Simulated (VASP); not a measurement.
# Al (P-1) in VASP: notebook

Al is run at these levels: PBE; tasks: single point.

Everything below comes from runs of VASP 6.6.1. Logs are shortened: lines on timing, memory, paths and dates and some standing lists are left out, and cuts for length are marked.

## 1. The cell of the first run

The typed cell holds 4 atoms: a = 2.802 Å, b = 2.802 Å, c = 9.290 Å, α = 81.33°, β = 88.27°, γ = 109.47°.

## 2. Single point, PBE (the part above a cut slid along it)

File INCAR:

```
SYSTEM = Al
PREC = Accurate ; ENCUT = 520
EDIFF = 1E-6 ; ISMEAR = 0
SIGMA = 0.15 ; LREAL = .FALSE.
LASPH = .TRUE. ; NELM = 60
ALGO = Fast ; ISIF = 2
LWAVE = .FALSE. ; LCHARG = .FALSE.
GGA = PE ; NBANDS = 14
```

File KPOINTS:

```
Automatic mesh
0
G
  16 16 5
  0 0 0
```

File POSCAR:

```
Al
1.0
   -1.6174623135      1.6174623135     -1.6174623135
   -1.6174623135     -1.6174623135      1.6174623135
   -1.4557160822      5.9846105601      6.9550879482
Al
4
Direct
   -0.2625000000     -0.5250000000      0.8750000000
    0.4625000000      0.4250000000      0.1250000000
   -0.1125000000     -0.2250000000      0.3750000000
    0.3125000000      0.1250000000      0.6250000000
```

Potentials or basis: VASP PAW PBE potentials, release 64 (Al).

Command:

```sh
> cat potpaw_PBE.64/Al/POTCAR > POTCAR
> mpirun -np 1 vasp_std > vasp.out
```

OUTCAR:

```text
SYSTEM = Al
   PREC = Accurate
   ENCUT = 520
   EDIFF = 1E-6
   ISMEAR = 0
   LREAL = .FALSE.
   LASPH = .TRUE.
   NELM = 60
   ISIF = 2
   GGA = PE

 ion  position               nearest neighbor table
   1  0.737  0.475  0.875-   2 2.39   4 2.80   4 2.80   2 3.15   4 3.23   4 3.23   2 3.31
   2  0.462  0.425  0.125-   1 2.39   3 2.80   3 2.80   1 3.15   3 3.23   3 3.23   1 3.31
   3  0.888  0.775  0.375-   2 2.80   4 2.80   4 2.80   2 2.80   4 3.23   2 3.23   2 3.23   4 3.23

   4  0.312  0.125  0.625-   3 2.80   1 2.80   3 2.80   1 2.80   1 3.23   3 3.23   1 3.23   3 3.23

  LATTYP: Found a triclinic cell.
 ALAT       =     2.8015269063
 B/A-ratio  =     1.1547005384
 C/A-ratio  =     3.3161222334
 COS(alpha) =     0.0174104037
 COS(beta)  =     0.1507785192
 COS(gamma) =     0.5773502692

  Lattice vectors:

 A1 = (  -1.6174623135,  -1.6174623135,   1.6174623135)
 A2 = (  -3.2349246270,   0.0000000000,   0.0000000000)
 A3 = (  -0.1617462313,  -7.6020728736,  -5.3376256347)

Analysis of symmetry for initial positions (statically):
=====================================================================
 Subroutine PRICEL returns:
 Original cell was already a primitive cell.

 Routine SETGRP: Setting up the symmetry group for a
 triclinic supercell.

 Subroutine GETGRP returns: Found  2 space group operations
 (whereof  1 operations were pure point group operations)
 out of a pool of  2 trial point group operations.

The static configuration has the point symmetry C_1 .
 The point group associated with its full space group is S_2 .

Analysis of symmetry for dynamics (positions and initial velocities):
=====================================================================
 Subroutine PRICEL returns:
 Original cell was already a primitive cell.

 Routine SETGRP: Setting up the symmetry group for a
 triclinic supercell.

 Subroutine GETGRP returns: Found  2 space group operations
 (whereof  1 operations were pure point group operations)
 out of a pool of  2 trial point group operations.

The dynamic configuration has the point symmetry C_1 .
 The point group associated with its full space group is S_2 .

 Subroutine INISYM returns: Found  2 space group operations
 (whereof  1 operations are pure point group operations),
 and found     1 'primitive' translations

----------------------------------------------------------------------------------------

                                     Primitive cell

  volume of cell :      67.7053

  direct lattice vectors                    reciprocal lattice vectors
    -1.617462313  1.617462313 -1.617462313    -0.309126213  0.131378641 -0.177747573
[... 107 lines left out ...]
   IALGO  =     68    algorithm
   IMIX   =      4    mixing-type and parameters
     AMIX     =   0.40;   BMIX     =  1.00
     AMIX_MAG =   1.60;   BMIX_MAG =  1.00
  volume/ion in A,a.u.               =      16.93       114.22
  Fermi-wavevector in a.u.,A,eV,Ry     =   0.919590  1.737774 11.505718  0.845646
  Thomas-Fermi vector in A             =   2.044801
   LORBIT       =      0    0 simple, 1 ext, 2 COOP (PROOUT), +10 PAW based schemes
   GGA     = PE    functional components
   LHFCALC =     F    Hartree Fock is set to
   AEXX    =    0.0000 exact exchange contribution
   IVDW    =     0    specifies the selected vdW correction
   LEPSILON=     F    determine dielectric tensor
   LRPA    =     F    only Hartree local field effects (RPA)
 non-spin polarized calculation
 RMM-DIIS sequential band-by-band and
 Gauss-broadening in eV      SIGMA  =   0.15
  energy-cutoff  :      520.00
  volume of cell :       67.71
 maximum number of plane-waves:      1841
 NGX is ok and might be reduce to    24
   NGX = 11   NGY = 11   NGZ = 35

 number of electron      12.0000000 magnetization

 Free energy of the ion-electron system (eV)
  ---------------------------------------------------
  ext. energy  EPLUGINS =         0.00000000
  ---------------------------------------------------
  free energy    TOTEN  =       -14.32924444 eV

  energy without entropy =      -14.30930004  energy(sigma->0) =      -14.31927224

 E-fermi :   7.6750     XC(G=0): -10.0952

 val. band max:        7.6741637302   @ k =   0.3750   0.1875   0.4000
 cond. band min:       7.6750626018   @ k =   0.1250   0.2500   0.4000
 fundamental gap:      0.0008988716
 Fermi energy:         7.6750331677

 k-point     1 :       0.0000    0.0000    0.0000
  band No.  band energies     occupation
      1      -3.2356      2.00000
      2      -1.4863      2.00000
      3      -1.4691      2.00000
      4       3.4468      2.00000
      5       3.9057      2.00000
      6      11.7097      0.00000
      7      11.9764      0.00000
      8      15.9429      0.00000
      9      16.0318      0.00000
     10      16.5043      0.00000
     11      16.5164      0.00000
     12      17.7549      0.00000
     13      17.8965      0.00000
     14      18.3682      0.00000
[... 377 lines left out ...]
      1      -2.9322      2.00000
      2      -1.1861      2.00000
      3      -1.1700      2.00000
      4       3.7264      2.00000
      5       4.2027      2.00000
      6      11.8695      0.00000
      7      12.2187      0.00000
      8      13.0796      0.00000
      9      13.6900      0.00000
     10      15.5299      0.00000
     11      16.9429      0.00000
     12      17.1750      0.00000
     13      17.2471      0.00000
     14      18.0057      0.00000

 [... further k-points ...]

------------------------ aborting loop because EDIFF is reached ----------------------------------------

  FORCE on cell =-STRESS in cart. coord.  units (eV):
  Direction    XX          YY          ZZ          XY          YZ          ZX
  --------------------------------------------------------------------------------------
  -------------------------------------------------------------------------------------
  Total       -0.3734886      0.4410852      3.2476044      0.2063068      1.0677638      0.3150289
  in kB       -8.8382327     10.4378382     76.8512985      4.8820424     25.2675589      7.4548434
  external PRESSURE =      26.1503013 kB  Pullay stress =       0.0000000 kB

 VOLUME and BASIS-vectors are now :
 -----------------------------------------------------------------------------
  energy-cutoff  :      520.00
  volume of cell :       67.71
      direct lattice vectors                 reciprocal lattice vectors
    -1.617462313  1.617462313 -1.617462313    -0.309126213  0.131378641 -0.177747573
    -1.617462313 -1.617462313  1.617462313    -0.309126213 -0.200932039  0.108194175
    -1.455716082  5.984610560  6.955087948     0.000000000  0.077281553  0.077281553

 POSITION                                       TOTAL-FORCE (eV/Angst)
 -----------------------------------------------------------------------------------
     -3.23492      5.66112      5.66112        -0.126703     -0.562668     -1.491330
     -1.61746      0.80873      0.80873         0.126703      0.562668      1.491330
     -3.23492      2.42619      2.42619        -0.004438     -0.042771     -0.052660
     -1.61746      4.04366      4.04366         0.004438      0.042771      0.052660
 -----------------------------------------------------------------------------------
    total drift:                               -0.000001      0.000000      0.000000

  FREE ENERGIE OF THE ION-ELECTRON SYSTEM (eV)
  ---------------------------------------------------
  free  energy   TOTEN  =       -14.3292444362 eV

  energy  without entropy=      -14.3093000353  energy(sigma->0) =      -14.31927224
```

Wall time 11 min (1 thread of Intel Xeon 8259CL, shared host); peak memory 0.54 GiB.

What came out:

| Item | Value |
| --- | --- |
| Free energy | -14.3292 eV |
| Pressure | 2.6 GPa |
| Largest force | 1.599 eV/Å |
| Band gap on the k mesh | zero (bands 6 and 7 overlap by 6.49 eV) |

Forces on the atoms (eV/Å):
```
Al  -0.127 -0.563 -1.491
Al   0.127  0.563  1.491
Al  -0.004 -0.043 -0.053
Al   0.004  0.043  0.053
```

Stress tensor (GPa, compression positive):
```
-0.88  0.49  0.75
 0.49  1.04  2.53
 0.75  2.53  7.69
```

Caveat: the cell differs from its parent crystal (the part above a cut slid along it); the stress differs along the axes, from -1 to 8 GPa; forces of over 1 eV/Å act on the atoms, so gaps and moduli don't describe the material at rest.

## 3. Single point, PBE (the part above a cut slid along it)

File INCAR:

```
ALGO = Fast
EDIFF = 1E-6
ENCUT = 520
GGA = PE
ISIF = 2
ISMEAR = 0
LASPH = T
LCHARG = F
LREAL = F
LWAVE = F
NBANDS = 14
NELM = 60
PREC = Accurate
SIGMA = 0.15
```

File KPOINTS:

```
k-points
0
Gamma
  16 16 5
```

File POSCAR:

```
Al
1.0
   -1.6174623135      1.6174623135     -1.6174623135
   -1.6174623135     -1.6174623135      1.6174623135
   -1.4557160822      5.6611180974      7.2785804109
Al
4
Direct
   -0.1750000000     -0.6125000000      0.8750000000
    0.4750000000      0.4125000000      0.1250000000
   -0.0750000000     -0.2625000000      0.3750000000
    0.3750000000      0.0625000000      0.6250000000
```

Potentials or basis: VASP PAW PBE potentials, release 64 (Al).

Command:

```sh
> cat potpaw_PBE.64/Al/POTCAR > POTCAR
> mpirun -np 1 vasp_std > vasp.out
```

It took 8 min on 1 thread of Intel Xeon Platinum 8259CL at 2.50GHz (Skylake/Cascade Lake), shared host; peak memory 0.53 GiB.

It converged, with:

```yaml
Free_energy: -14.5757 eV
Pressure: 0.9 GPa
Largest_force: 0.578 eV/Å
Band_gap_on_the_k_mesh: zero (bands 6 and 7 overlap by 6.44 eV)
```

Forces in eV/Å, atoms in the order of the input:
```
Al  -0.015 -0.054 -0.575
Al   0.015  0.054  0.575
Al  -0.004 -0.008 -0.038
Al   0.004  0.008  0.038
```

Stress tensor (GPa, compression positive):
```
-0.95  0.13  0.05
 0.13 -0.08  0.14
 0.05  0.14  3.67
```

Levels at points of the mesh, in eV from the Fermi level:
```csv
k point,band 2,band 3,band 4,band 5,band 6,band 7,band 8,band 9,band 10,band 11
"(0.00, 0.00, 0.00)",-9.17,-9.17,-4.22,-3.80,4.15,4.26,8.16,8.28,8.95,9.02
"(0.50, 0.00, 0.00)",-5.63,-4.42,-4.28,-3.93,-3.35,0.16,0.44,1.64,1.88,7.29
"(0.00, 0.50, 0.00)",-5.43,-5.07,-4.91,-2.85,-2.41,-1.29,-0.87,3.34,3.61,5.55
"(0.50, 0.50, 0.00)",-3.83,-3.18,-2.93,-1.57,-1.24,0.48,1.68,2.22,2.31,3.79
```

Caveat: the cell differs from its parent crystal (the part above a cut slid along it).
